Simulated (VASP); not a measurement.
# Re (R-3m) in VASP: further runs

Re is run at these levels: PBE; tasks: electric field gradients.

All numbers are computed with VASP 6.6.1; they aren't measurements. Logs are shortened: lines on timing, memory, paths and dates and some standing lists are left out, and cuts for length are marked.

## (1) The cell of the first run

Symmetry: R-3m, No. 166, trigonal system. The conventional cell has a = 2.851 Å, b = 2.851 Å, c = 20.096 Å, α = 90.00°, β = 90.00°, γ = 120.00°. Within 3.7 Å of Re (site symmetry -3m) lie 12 Re at 2.77 to 2.85 Å. Re (site symmetry 3m) has 12 Re at 2.77 to 2.85 Å within 3.7 Å.

## (2) Electric field gradients, PBE (equal xx and yy strain of +3 %)

Contents of INCAR:

```
SYSTEM = Re
PREC = Accurate ; ENCUT = 520
EDIFF = 1E-8 ; ISMEAR = -1
SIGMA = 0.05 ; LREAL = .FALSE.
LASPH = .TRUE. ; NELM = 60
ALGO = Normal ; ISIF = 2
LWAVE = .FALSE. ; LCHARG = .FALSE.
GGA = PE ; LEFG = .TRUE.
NBANDS = 18
```

Contents of KPOINTS:

```
Automatic mesh
0
G
  15 15 15
  0 0 0
```

Contents of POSCAR:

```
Re
1.0
    1.4254408470      0.8229786567      6.6986080885
   -1.4254408470      0.8229786567      6.6986080885
    0.0000000000     -1.6459573134      6.6986080885
Re
3
Direct
    0.0000000000      0.0000000000      0.0000000000
    0.2221738800      0.2221738800      0.2221738800
    0.7778261200      0.7778261200      0.7778261200
```

Potentials or basis: VASP PAW PBE potentials, release 64 (Re).

Command:

```sh
> cat potpaw_PBE.64/Re/POTCAR > POTCAR
> mpirun -np 1 vasp_std > vasp.out
```

OUTCAR:

```text
SYSTEM = Re
   PREC = Accurate
   ENCUT = 520
   EDIFF = 1E-8
   ISMEAR = -1
   LREAL = .FALSE.
   LASPH = .TRUE.
   NELM = 60
   ISIF = 2
   GGA = PE

 ion  position               nearest neighbor table
   1  0.000  0.000  0.000-   3 2.77   2 2.77   3 2.77   3 2.77   2 2.77   2 2.77
   2  0.222  0.222  0.222-   3 2.77   3 2.77   3 2.77   1 2.77   1 2.77   1 2.77
   3  0.778  0.778  0.778-   2 2.77   2 2.77   2 2.77   1 2.77   1 2.77   1 2.77

  LATTYP: Found a trigonal (rhomboedric) cell.
 ALAT       =     6.8978638578
 COS(alpha) =     0.9145918809

  Lattice vectors:

 A1 = (   1.4254408470,   0.8229786567,   6.6986080885)
 A2 = (  -1.4254408470,   0.8229786567,   6.6986080885)
 A3 = (   0.0000000000,  -1.6459573134,   6.6986080885)

Analysis of symmetry for initial positions (statically):
=====================================================================
 Subroutine PRICEL returns:
 Original cell was already a primitive cell.

 Routine SETGRP: Setting up the symmetry group for a
 trigonal (rhombohedral) supercell.

 Subroutine GETGRP returns: Found 12 space group operations
 (whereof 12 operations were pure point group operations)
 out of a pool of 12 trial point group operations.

The static configuration has the point symmetry D_3d.

Analysis of symmetry for dynamics (positions and initial velocities):
=====================================================================
 Subroutine PRICEL returns:
 Original cell was already a primitive cell.

 Routine SETGRP: Setting up the symmetry group for a
 trigonal (rhombohedral) supercell.

 Subroutine GETGRP returns: Found 12 space group operations
 (whereof 12 operations were pure point group operations)
 out of a pool of 12 trial point group operations.

The dynamic configuration has the point symmetry D_3d.

 Subroutine INISYM returns: Found 12 space group operations
 (whereof 12 operations are pure point group operations),
 and found     1 'primitive' translations

----------------------------------------------------------------------------------------

                                     Primitive cell

  volume of cell :      47.1491

  direct lattice vectors                    reciprocal lattice vectors
[... 124 lines left out ...]
 NGX is ok and might be reduce to    54
   NGX = 25   NGY = 25   NGZ = 25

 number of electron      21.0000001 magnetization

 Free energy of the ion-electron system (eV)
  ---------------------------------------------------
  ext. energy  EPLUGINS =         0.00000000
  ---------------------------------------------------
  free energy    TOTEN  =       -37.10222778 eV

  energy without entropy =      -37.08123048  energy(sigma->0) =      -37.09172913

 E-fermi :   7.1673     XC(G=0): -13.3666

 val. band max:        7.1644939089   @ k =  -0.3333   0.3333   0.0000
 cond. band min:       7.1685140278   @ k =  -0.2000  -0.3333   0.0667
 fundamental gap:      0.0040201189
 Fermi energy:         7.1672842017

 k-point     1 :       0.0000    0.0000    0.0000
  band No.  band energies     occupation
      1      -2.3185      2.00000
      2       0.7841      2.00000
      3       0.8474      2.00000
      4       5.2714      2.00000
      5       5.2714      2.00000
      6       5.5979      2.00000
[... 481 lines left out ...]
      5       4.1540      2.00000
      6       4.6460      2.00000
[... 10 lines left out ...]
     17      10.7189      0.00000
     18      11.6469      0.00000

 [... further k-points ...]
[... 5 lines left out ...]
  --------------------------------------------------------------------------------------
  -------------------------------------------------------------------------------------
  Total       -5.8287331     -5.8287331     -2.9576722      0.0000000      0.0000000      0.0000000
  in kB     -198.0665620   -198.0665620   -100.5048508      0.0000000      0.0000000      0.0000000
  external PRESSURE =    -165.5459916 kB  Pullay stress =       0.0000000 kB

 VOLUME and BASIS-vectors are now :
 -----------------------------------------------------------------------------
  energy-cutoff  :      520.00
  volume of cell :       47.15
      direct lattice vectors                 reciprocal lattice vectors
     1.425440847  0.822978657  6.698608089     0.350768677  0.202516390  0.049761582
    -1.425440847  0.822978657  6.698608089    -0.350768677  0.202516390  0.049761582
     0.000000000 -1.645957313  6.698608089     0.000000000 -0.405032780  0.049761582

 POSITION                                       TOTAL-FORCE (eV/Angst)
 -----------------------------------------------------------------------------------
      0.00000      0.00000      0.00000         0.000000      0.000000      0.000000
      0.00000      0.00000      4.46477         0.000000     -0.000000      0.052453
      0.00000      0.00000     15.63106         0.000000      0.000000     -0.052453
 -----------------------------------------------------------------------------------
    total drift:                                0.000000     -0.000000     -0.000000

  FREE ENERGIE OF THE ION-ELECTRON SYSTEM (eV)
  ---------------------------------------------------
  free  energy   TOTEN  =       -37.1022277840 eV

  energy  without entropy=      -37.0812304833  energy(sigma->0) =      -37.09172913

 Electric field gradients (V/A^2)
---------------------------------------------------------------------
 ion       V_xx      V_yy      V_zz      V_xy      V_xz      V_yz
---------------------------------------------------------------------
   1      65.789    65.789  -131.577     0.000     0.000    -0.000
   2      42.816    42.816   -85.633    -0.000    -0.000     0.000
   3      42.816    42.816   -85.633    -0.000    -0.000     0.000
---------------------------------------------------------------------

 Electric field gradients after diagonalization (V/A^2)
 (convention: |V_zz| > |V_xx| > |V_yy|)
----------------------------------------------------------------------
 ion       V_xx      V_yy      V_zz     asymmetry (V_yy - V_xx)/ V_zz
----------------------------------------------------------------------
   1      65.789    65.789  -131.577       0.000
   2      42.816    42.816   -85.633       0.000
   3      42.816    42.816   -85.633       0.000
----------------------------------------------------------------------

           NMR quadrupolar parameters

 Cq : quadrupolar parameter    Cq=e*Q*V_zz/h
 eta: asymmetry parameters     (V_yy - V_xx)/ V_zz
 Q  : nuclear electric quadrupole moment in mb (millibarn)
----------------------------------------------------------------------
 ion       Cq(MHz)       eta       Q (mb)
----------------------------------------------------------------------
   1      -0.318       0.000       1.000
   2      -0.207       0.000       1.000
   3      -0.207       0.000       1.000
----------------------------------------------------------------------
```

OSZICAR:

```text
N       E                     dE             d eps       ncg     rms          rms(c)
DAV:   1     0.695508233726E+02    0.69551E+02   -0.95834E+03 23866   0.137E+03
DAV:   2    -0.311905687767E+02   -0.10074E+03   -0.92058E+02 23062   0.390E+02
DAV:   3    -0.387668832849E+02   -0.75763E+01   -0.65000E+01 20246   0.209E+02
[... 11 lines left out ...]
DAV:  15    -0.371022280132E+02    0.40206E-06   -0.28639E-07 20036   0.838E-03    0.245E-03
DAV:  16    -0.371022278153E+02    0.19791E-06   -0.23049E-08  9470   0.384E-03    0.730E-04
DAV:  17    -0.371022277960E+02    0.19343E-07   -0.14181E-08  8760   0.188E-03    0.484E-04
DAV:  18    -0.371022277855E+02    0.10502E-07   -0.59678E-09  7430   0.306E-03    0.760E-04
DAV:  19    -0.371022277840E+02    0.14513E-08   -0.74178E-09  7430   0.167E-03
   1 F= -.37102228E+02 E0= -.37091729E+02  d E =-.209973E-01
```

It took 49 min on 1 thread of AMD EPYC 7R43 (Zen 3), shared host; peak memory 0.52 GiB.

Results:

| Quantity | Value |
| --- | --- |
| Free energy | -37.1022 eV |
| Pressure | -16.6 GPa |
| Largest force | 0.052 eV/Å |
| Band gap on the k mesh | zero (an odd number of electrons rules out a gap without spin polarisation) |
| Largest electric field gradient by atom | Re -131.6, -85.6 (each value once) V/Å² |

Forces in eV/Å, atoms in the order of the input:
```
Re   0.000  0.000  0.000
Re   0.000  0.000  0.052
Re   0.000  0.000 -0.052
```

Electric field gradients, principal values (V/Å²):
```
atom   least  middle  greatest (by size)
1 Re  65.789  65.789            -131.577
2 Re  42.816  42.816             -85.633
3 Re  42.816  42.816             -85.633
```

Caveat: the cell differs from its parent crystal (equal xx and yy strain of +3 %); the cell stands under tension; without QUAD_EFG the Cq values of the log hold for a quadrupole moment of 1 mb, not for the nuclei; spin-orbit coupling is left out, which moves the levels of the heavy elements.

## (3) Electric field gradients, PBE

This run uses another cell than the first one, of 14.81 Å³/atom.

Contents of INCAR:

```
SYSTEM = Re
  PREC = Accurate
  ENCUT = 520
  EDIFF = 1E-8
  ISMEAR = -1
  SIGMA = 0.05
  LREAL = .FALSE.
  LASPH = .TRUE.
  NELM = 100
  ALGO = Normal
  ISIF = 2
  LWAVE = .FALSE.
  LCHARG = .FALSE.
  GGA = PE
  LEFG = .TRUE.
  NBANDS = 18
```

Contents of KPOINTS:

```
regular mesh
0
G
  15 15 15
  0 0 0
```

Contents of POSCAR:

```
Re
1.0
    1.3839231524      0.7990084046      6.6986080885
   -1.3839231524      0.7990084046      6.6986080885
    0.0000000000     -1.5980168092      6.6986080885
Re
3
Direct
    0.0000000000      0.0000000000      0.0000000000
    0.2221738800      0.2221738800      0.2221738800
    0.7778261200      0.7778261200      0.7778261200
```

Potentials or basis: VASP PAW PBE potentials, release 64 (Re).

Command:

```sh
> cat potpaw_PBE.64/Re/POTCAR > POTCAR
> mpirun -np 1 vasp_std > vasp.out
```

OUTCAR:

```text
SYSTEM = Re
   PREC = Accurate
   ENCUT = 520
   EDIFF = 1E-8
   ISMEAR = -1
   LREAL = .FALSE.
   LASPH = .TRUE.
   NELM = 100
   ISIF = 2
   GGA = PE

 ion  position               nearest neighbor table
   1  0.000  0.000  0.000-   3 2.75   3 2.75   2 2.75   2 2.75   3 2.75   2 2.75
   2  0.222  0.222  0.222-   3 2.74   3 2.74   3 2.74   1 2.75   1 2.75   1 2.75
   3  0.778  0.778  0.778-   2 2.74   2 2.74   2 2.74   1 2.75   1 2.75   1 2.75

  LATTYP: Found a trigonal (rhomboedric) cell.
 ALAT       =     6.8865817388
 COS(alpha) =     0.9192306603

  Lattice vectors:

[... 723 lines left out ...]

  energy  without entropy=      -37.2308367185  energy(sigma->0) =      -37.24113739

 Electric field gradients (V/A^2)
---------------------------------------------------------------------
 ion       V_xx      V_yy      V_zz      V_xy      V_xz      V_yz
---------------------------------------------------------------------
   1      40.418    40.418   -80.836     0.000     0.000     0.000
   2      17.803    17.803   -35.606    -0.000    -0.000    -0.000
   3      17.803    17.803   -35.606    -0.000     0.000    -0.000
---------------------------------------------------------------------

 Electric field gradients after diagonalization (V/A^2)
 (convention: |V_zz| > |V_xx| > |V_yy|)
----------------------------------------------------------------------
 ion       V_xx      V_yy      V_zz     asymmetry (V_yy - V_xx)/ V_zz
----------------------------------------------------------------------
   1      40.418    40.418   -80.836       0.000
   2      17.803    17.803   -35.606       0.000
   3      17.803    17.803   -35.606       0.000
----------------------------------------------------------------------

           NMR quadrupolar parameters

 Cq : quadrupolar parameter    Cq=e*Q*V_zz/h
 eta: asymmetry parameters     (V_yy - V_xx)/ V_zz
 Q  : nuclear electric quadrupole moment in mb (millibarn)
----------------------------------------------------------------------
 ion       Cq(MHz)       eta       Q (mb)
----------------------------------------------------------------------
   1      -0.195       0.000       1.000
   2      -0.086       0.000       1.000
   3      -0.086       0.000       1.000
----------------------------------------------------------------------
```

stdout:

```text
POSCAR found type information on POSCAR Re
 POSCAR found :  1 types and       3 ions
 scaLAPACK will be used
 LDA part: xc-table for (Slater+PW92), standard interpolation
 POSCAR, INCAR and KPOINTS ok, starting setup
 FFT: planning ... GRIDC
 FFT: planning ... GRID_SOFT
 FFT: planning ... GRID
 WAVECAR not read
 entering main loop
ion   1

ion   2

ion   3
```

It took 14 min on 1 thread of Intel Xeon 6975P-C (Granite Rapids), shared host; peak memory 0.55 GiB.

What came out:

```
Free energy                             : -37.2514 eV
Pressure                                : 3.1 GPa
Largest force                           : 0.022 eV/Å
Band gap on the k mesh                  : zero (an odd number of electrons rules out a gap without spin polarisation)
Largest electric field gradient by atom : Re -80.8, -35.6 (each value once) V/Å²
```

Forces on the atoms (eV/Å):
```
Re   0.000  0.000  0.000
Re   0.000  0.000 -0.022
Re   0.000  0.000  0.022
```

Levels at points of the mesh, in eV from the Fermi level:
```
           k point  band 6  band 7  band 8  band 9  band 10  band 11  band 12  band 13  band 14  band 15
(0.00, 0.00, 0.00)   -1.82   -1.77   -1.61   -1.54    -1.54    -1.15    -1.15     0.55     0.55     2.57
```

Electric field gradients, principal values (V/Å²):
```csv
atom,least,middle,greatest (by size)
1 Re,40.418,40.418,-80.836
2 Re,17.803,17.803,-35.606
3 Re,17.803,17.803,-35.606
```

Caveat: the cell stands under pressure; without QUAD_EFG the Cq values of the log hold for a quadrupole moment of 1 mb, not for the nuclei; spin-orbit coupling is left out, which moves the levels of the heavy elements.
